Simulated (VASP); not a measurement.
Ga, 2 atoms in the cell. Symmetry: C2/c, No. 15, monoclinic system. Conventional cell: a = 2.766 Å, b = 8.053 Å, c = 3.332 Å, α = 90.00°, β = 92.02°, γ = 90.00°. Within 3.5 Å of Ga (site symmetry 2) lie 10 Ga at 2.69 to 3.33 Å. 

| Property | Result |
| --- | --- |
| Program | VASP 6.6.1 |
| Task | electric field gradients |
| Functional | r2SCAN |
| Potentials or basis | VASP PAW PBE potentials, release 64 (Ga_d) |
| Cutoff | 520 eV |
| k mesh | 14 × 14 × 11 |
| Occupations | fermi-dirac, width 0.03 eV |
| Spin | no spin polarisation |
| Dipole correction | no |
| Further INCAR settings | ALGO = Normal; EDIFF = 1e-08; NBANDS = 20 |

Potentials or basis: VASP PAW PBE potentials, release 64 (Ga_d).

The run is started by

```sh
$ cat potpaw_PBE.64/Ga_d/POTCAR > POTCAR
$ cp INCAR.step1 INCAR
$ mpirun -np 1 vasp_std > vasp.out
$ cp INCAR.step2 INCAR
$ mpirun -np 1 vasp_std > vasp.out
```

Hardware: 1 thread of Intel(R) Xeon(R) Platinum 8375C CPU @ 2.90GHz (Ice Lake) (shared host).

How long does it take, and how much memory?

It took 20 min on 1 thread of Intel(R) Xeon(R) Platinum 8375C CPU @ 2.90GHz (Ice Lake), on a shared host, peak memory 0.45 GiB. Counts: k points 582.
